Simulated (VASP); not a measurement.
# ZrS (Fm-3m) in VASP: a series of runs

Runs on ZrS. Level: LDA. Tasks: single point.

Program: VASP 6.6.1. These are calculated values, not measurements. Logs are shortened: lines on timing, memory, paths and dates and some standing lists are left out, and cuts for length are marked.

## (1) The cell of the first run

Symmetry: Fm-3m, No. 225, cubic system. The conventional cell has a = 5.134 Å, b = 5.134 Å, c = 5.134 Å, α = 90.00°, β = 90.00°, γ = 90.00°. Zr (site symmetry m-3m) has 6 S at 2.57 Å within 3.4 Å. S (site symmetry m-3m) has 6 Zr at 2.57 Å within 3.4 Å.

## (2) Single point, LDA

The input, INCAR:

```
ALGO     = Normal         # electronic algorithm
EDIFF    = 1E-6           # SCF threshold, eV
ENCUT    = 520            # plane-wave cutoff, eV
ISIF     = 2              # what is computed and relaxed
ISMEAR   = -1             # smearing method
LASPH    = True           # aspherical terms in the spheres
LCHARG   = False          # write CHGCAR
LREAL    = False          # projectors in reciprocal space
LWAVE    = False          # write WAVECAR
NBANDS   = 16             # bands
NELM     = 80             # most SCF steps
PREC     = Accurate       # precision mode
SIGMA    = 0.02           # smearing width, eV
```

The input, KPOINTS:

```
k-points
0
Gamma
  10 10 10
```

The input, POSCAR:

```
ZrS
1.0
    0.0000000000      2.5669835012      2.5669835012
    2.5669835012      0.0000000000      2.5669835012
    2.5669835012      2.5669835012      0.0000000000
Zr S
1 1
Direct
    0.0000000000      0.0000000000      0.0000000000
    0.5000000000      0.5000000000      0.5000000000
```

Potentials or basis: VASP PAW LDA potentials, release 64 (Zr_sv, S).

On the command line:

```console
cat potpaw_LDA.64/Zr_sv/POTCAR potpaw_LDA.64/S/POTCAR > POTCAR
mpirun -np 1 vasp_std > vasp.out
```

OUTCAR:

```text
EDIFF = 1E-6
   ENCUT = 520
   ISIF = 2
   ISMEAR = -1
   LASPH = True
   LREAL = False
   NELM = 80
   PREC = Accurate

 ion  position               nearest neighbor table
   1  0.000  0.000  0.000-   2 2.57   2 2.57   2 2.57   2 2.57   2 2.57   2 2.57
   2  0.500  0.500  0.500-   1 2.57   1 2.57   1 2.57   1 2.57   1 2.57   1 2.57

  LATTYP: Found a face centered cubic cell.
 ALAT       =     5.1339670024

  Lattice vectors:

 A1 = (   0.0000000000,   2.5669835012,   2.5669835012)
 A2 = (   2.5669835012,   0.0000000000,   2.5669835012)
 A3 = (   2.5669835012,   2.5669835012,   0.0000000000)

Analysis of symmetry for initial positions (statically):
=====================================================================
 Subroutine PRICEL returns:
 Original cell was already a primitive cell.

 Routine SETGRP: Setting up the symmetry group for a
 face centered cubic supercell.

 Subroutine GETGRP returns: Found 48 space group operations
 (whereof 48 operations were pure point group operations)
 out of a pool of 48 trial point group operations.

The static configuration has the point symmetry O_h .

Analysis of symmetry for dynamics (positions and initial velocities):
=====================================================================
 Subroutine PRICEL returns:
 Original cell was already a primitive cell.

 Routine SETGRP: Setting up the symmetry group for a
 face centered cubic supercell.

 Subroutine GETGRP returns: Found 48 space group operations
 (whereof 48 operations were pure point group operations)
 out of a pool of 48 trial point group operations.

The dynamic configuration has the point symmetry O_h .

 Subroutine INISYM returns: Found 48 space group operations
 (whereof 48 operations are pure point group operations),
 and found     1 'primitive' translations

----------------------------------------------------------------------------------------

                                     Primitive cell

  volume of cell :      33.8298

  direct lattice vectors                    reciprocal lattice vectors
     0.000000000  2.566983501  2.566983501    -0.194781151  0.194781151  0.194781151
     2.566983501  0.000000000  2.566983501     0.194781151 -0.194781151  0.194781151
     2.566983501  2.566983501  0.000000000     0.194781151  0.194781151 -0.194781151

  length of vectors
     3.630262882  3.630262882  3.630262882     0.337370849  0.337370849  0.337370849

  position of ions in fractional coordinates (direct lattice)
     0.000000000  0.000000000  0.000000000
     0.500000000  0.500000000  0.500000000

  ion indices of the primitive-cell ions
   primitive index   ion index
                 1           1
                 2           2

----------------------------------------------------------------------------------------

 KPOINTS: k-points

Automatic generation of k-mesh.
 Grid dimensions read from file:
 generate k-points for:   10   10   10

 Generating k-lattice:

  Cartesian coordinates                     Fractional coordinates (reciprocal lattice)
    -0.019478115  0.019478115  0.019478115     0.100000000  0.000000000  0.000000000
     0.019478115 -0.019478115  0.019478115     0.000000000  0.100000000  0.000000000
     0.019478115  0.019478115 -0.019478115     0.000000000  0.000000000  0.100000000

  Length of vectors
     0.033737085  0.033737085  0.033737085

  Shift w.r.t. Gamma in fractional coordinates (k-lattice)
     0.000000000  0.000000000  0.000000000

 Subroutine IBZKPT returns following result:
 ===========================================

 Found     47 irreducible k-points:

 Following reciprocal coordinates:
            Coordinates               Weight
  0.000000  0.000000  0.000000      1.000000
  0.100000  0.000000  0.000000      8.000000
  0.200000  0.000000  0.000000      8.000000
  0.300000  0.000000  0.000000      8.000000
  0.400000  0.000000  0.000000      8.000000
  0.500000  0.000000  0.000000      4.000000
[... 16 lines left out ...]
  0.300000  0.300000  0.000000      6.000000
  0.400000  0.300000  0.000000     24.000000
 [... further k-points ...]
   k-points           NKPTS =     47   k-points in BZ     NKDIM =     47   number of bands    NBANDS=     16
   number of dos      NEDOS =    301   number of ions     NIONS =      2
   total plane-waves  NPLWV =  21952
   dimension x,y,z NGX =    28 NGY =   28 NGZ =   28
   dimension x,y,z NGXF=    56 NGYF=   56 NGZF=   56
   ions per type =               1   1
   NGX,Y,Z   is equivalent  to a cutoff of  12.82, 12.82, 12.82 a.u.
   NGXF,Y,Z  is equivalent  to a cutoff of  25.64, 25.64, 25.64 a.u.
 SYSTEM =  unknown system
   PREC   = accura    normal or accurate (medium, high low for compatibility)
   ISTART =      0    job   : 0-new  1-cont  2-samecut
   ICHARG =      2    charge: 1-file 2-atom 10-const
   ISPIN  =      1    spin polarized calculation?
   LNONCOLLINEAR =      F non collinear calculations
   LSORBIT =      F    spin-orbit coupling
   LASPH  =      T    aspherical Exc in radial PAW
   ENCUT  =  520.0 eV  38.22 Ry    6.18 a.u.   6.75  6.75  6.75*2*pi/ulx,y,z
   NELM   =     80;   NELMIN=  2; NELMDL= -5     # of ELM steps
   EDIFF  = 0.1E-05   stopping-criterion for ELM
   LREAL  =      F    real-space projection
   EDIFFG = 0.1E-04   stopping-criterion for IOM
   NSW    =      0    number of steps for IOM
   IBRION =     -1    ionic relax: 0-MD 1-quasi-New 2-CG
   NFREE  =      0    steps in history (QN), initial steepest desc. (CG)
   ISIF   =      2    stress and relaxation
   ISYM   =      2    0-nonsym 1-usesym 2-fastsym
   POTIM  = 0.5000    time-step for ionic-motion
   TEBEG  =    0.0;   TEEND  =   0.0 temperature during run
   PSTRESS=    0.0 pullay stress
   NELECT =      18.0000    total number of electrons
   NUPDOWN=      -1.0000    fix difference up-down
   EMIN   =  10.00;   EMAX   =-10.00  energy-range for DOS
   EFERMI =   0.00;   METHOD = LEGACY
   ISMEAR =    -1;   SIGMA  =   0.02  broadening in eV -4-tet -1-fermi 0-gaus
   EFERMI_NEDOS =   21; number of points for ismear=-14 and -15
   IALGO  =     38    algorithm
   IMIX   =      4    mixing-type and parameters
     AMIX     =   0.40;   BMIX     =  1.00
     AMIX_MAG =   1.60;   BMIX_MAG =  1.00
  volume/ion in A,a.u.               =      16.91       114.15
  Fermi-wavevector in a.u.,A,eV,Ry     =   1.326577  2.506868 23.943636  1.759808
  Thomas-Fermi vector in A             =   2.455954
   LORBIT       =      0    0 simple, 1 ext, 2 COOP (PROOUT), +10 PAW based schemes
   GGA     = CA    functional components
   LHFCALC =     F    Hartree Fock is set to
   AEXX    =    0.0000 exact exchange contribution
   IVDW    =     0    specifies the selected vdW correction
   LEPSILON=     F    determine dielectric tensor
   LRPA    =     F    only Hartree local field effects (RPA)
 non-spin polarized calculation
  energy-cutoff  :      520.00
  volume of cell :       33.83
 maximum number of plane-waves:       941
   NGX = 13   NGY = 13   NGZ = 13

 number of electron      17.9999999 magnetization

 Free energy of the ion-electron system (eV)
  ---------------------------------------------------
  ext. energy  EPLUGINS =         0.00000000
  ---------------------------------------------------
  free energy    TOTEN  =       -17.16779629 eV

  energy without entropy =      -17.16556713  energy(sigma->0) =      -17.16668171

 E-fermi :  11.4493     XC(G=0): -11.8569

 val. band max:       11.4346969788   @ k =  -0.3000   0.4000   0.2000
 cond. band min:      11.4573916907   @ k =  -0.3000   0.4000   0.2000
 fundamental gap:      0.0226947119
 Fermi energy:        11.4492864156

 k-point     1 :       0.0000    0.0000    0.0000
  band No.  band energies     occupation
      1     -38.1844      2.00000
      2     -16.3019      2.00000
      3     -16.3019      2.00000
      4     -16.3019      2.00000
      5      -4.6605      2.00000
      6       7.8901      2.00000
[... 8 lines left out ...]
     15      18.6056      0.00000
     16      24.4102      0.00000

 k-point     2 :       0.1000    0.0000    0.0000
  band No.  band energies     occupation
      1     -38.1808      2.00000
      2     -16.3487      2.00000
      3     -16.3057      2.00000
      4     -16.3057      2.00000
      5      -4.5138      2.00000
      6       7.1116      2.00000
[... 8 lines left out ...]
     15      19.0652      0.00000
     16      23.5086      0.00000

 k-point     3 :       0.2000    0.0000    0.0000
  band No.  band energies     occupation
      1     -38.1714      2.00000
      2     -16.4686      2.00000
      3     -16.3157      2.00000
      4     -16.3157      2.00000
      5      -4.1117      2.00000
      6       5.7235      2.00000
[... 8 lines left out ...]
     15      19.8432      0.00000
     16      22.2979      0.00000

 k-point     4 :       0.3000    0.0000    0.0000
  band No.  band energies     occupation
      1     -38.1597      2.00000
      2     -16.6115      2.00000
      3     -16.3281      2.00000
      4     -16.3281      2.00000
      5      -3.5644      2.00000
      6       4.4041      2.00000
[... 8 lines left out ...]
     15      20.0015      0.00000
     16      20.3452      0.00000
[... 324 lines left out ...]
 k-point    22 :      -0.2000    0.2000    0.0000
  band No.  band energies     occupation
      1     -38.1558      2.00000
      2     -16.5852      2.00000
      3     -16.4099      2.00000
      4     -16.3231      2.00000
      5      -3.5200      2.00000
      6       4.3137      2.00000
[... 8 lines left out ...]
     15      19.7775      0.00000
     16      20.3536      0.00000

 k-point    23 :       0.3000    0.3000    0.0000
  band No.  band energies     occupation
      1     -38.1519      2.00000
      2     -16.5620      2.00000
      3     -16.3952      2.00000
      4     -16.3952      2.00000
      5      -3.7509      2.00000
      6       4.4237      2.00000
[... 8 lines left out ...]
     15      19.7350      0.00000
     16      20.6276      0.00000

 k-point    24 :       0.4000    0.3000    0.0000
  band No.  band energies     occupation
      1     -38.1445      2.00000
      2     -16.6122      2.00000
      3     -16.4229      2.00000
      4     -16.4100      2.00000
      5      -3.6347      2.00000
      6       4.4719      2.00000
[... 8 lines left out ...]
     15      19.2965      0.00000
     16      20.5829      0.00000

 [... further k-points ...]

------------------------ aborting loop because EDIFF is reached ----------------------------------------

  FORCE on cell =-STRESS in cart. coord.  units (eV):
  Direction    XX          YY          ZZ          XY          YZ          ZX
  --------------------------------------------------------------------------------------
  -------------------------------------------------------------------------------------
  Total        0.0572838      0.0572838      0.0572838     -0.0000000      0.0000000     -0.0000000
  in kB        2.7129601      2.7129601      2.7129601     -0.0000000      0.0000000     -0.0000000
  external PRESSURE =       2.7129601 kB  Pullay stress =       0.0000000 kB

 VOLUME and BASIS-vectors are now :
 -----------------------------------------------------------------------------
  energy-cutoff  :      520.00
  volume of cell :       33.83
      direct lattice vectors                 reciprocal lattice vectors
     0.000000000  2.566983501  2.566983501    -0.194781151  0.194781151  0.194781151
     2.566983501  0.000000000  2.566983501     0.194781151 -0.194781151  0.194781151
     2.566983501  2.566983501  0.000000000     0.194781151  0.194781151 -0.194781151

 POSITION                                       TOTAL-FORCE (eV/Angst)
 -----------------------------------------------------------------------------------
      0.00000      0.00000      0.00000         0.000000     -0.000000      0.000000
      2.56698      2.56698      2.56698        -0.000000      0.000000     -0.000000
 -----------------------------------------------------------------------------------
    total drift:                                0.000000      0.000000      0.000000

  FREE ENERGIE OF THE ION-ELECTRON SYSTEM (eV)
  ---------------------------------------------------
  free  energy   TOTEN  =       -17.1677962862 eV

  energy  without entropy=      -17.1655671326  energy(sigma->0) =      -17.16668171
```

Wall time 36 s (1 thread of Intel Xeon 8259CL, shared host); peak memory 0.15 GiB.

Results:

```yaml
Free_energy: -17.1678 eV
Pressure: 0.3 GPa
Band_gap_on_the_k_mesh: zero (band 9 reaches 12.98 eV, above the bottom of band 10 at 9.86 eV)
```

## (3) Single point, LDA

The input, INCAR:

```
SYSTEM = ZrS
ALGO     = Normal         ! electronic algorithm
EDIFF    = 1E-7           ! SCF threshold, eV
ENCUT    = 520            ! plane-wave cutoff, eV
ISIF     = 2              ! what is computed and relaxed
ISMEAR   = -1             ! smearing method
LASPH    = .True.         ! aspherical terms in the spheres
LCHARG   = .False.        ! write CHGCAR
LREAL    = .False.        ! projectors in reciprocal space
LWAVE    = .False.        ! write WAVECAR
NBANDS   = 16             ! bands
NELM     = 100            ! most SCF steps
PREC     = Accurate       ! precision mode
SIGMA    = 0.02           ! smearing width, eV
```

The input, KPOINTS:

```
k-points
0
Gamma
  10 10 10
  0 0 0
```

POSCAR is that of step 2.

Potentials or basis: VASP PAW LDA potentials, release 64 (Zr_sv, S).

On the command line:

```console
cat potpaw_LDA.64/Zr_sv/POTCAR potpaw_LDA.64/S/POTCAR > POTCAR
mpirun -np 1 vasp_std > vasp.out
```

Wall time 42 s (1 thread of Intel Xeon 8259CL, shared host); peak memory 0.15 GiB.

The run converged. Its results:

- Free energy: -17.1678 eV
- Pressure: 0.3 GPa
- Band gap on the k mesh: zero (band 9 reaches 12.98 eV, above the bottom of band 10 at 9.86 eV)

Levels at points of the mesh, in eV from the Fermi level:
| k point | band 5 | band 6 | band 7 | band 8 | band 9 | band 10 | band 11 | band 12 | band 13 | band 14 |
| --- | --- | --- | --- | --- | --- | --- | --- | --- | --- | --- |
| (0.00, 0.00, 0.00) | -16.11 | -3.56 | -3.56 | -3.56 | -1.59 | -1.59 | -1.59 | -0.85 | -0.85 | 2.34 |
| (0.50, 0.00, 0.00) | -14.29 | -8.39 | -6.27 | -6.27 | 1.53 | 1.53 | 1.92 | 1.94 | 5.95 | 5.95 |
| (0.50, 0.50, 0.00) | -15.21 | -6.36 | -4.52 | -4.52 | -3.83 | 0.45 | 2.52 | 2.52 | 3.02 | 3.73 |
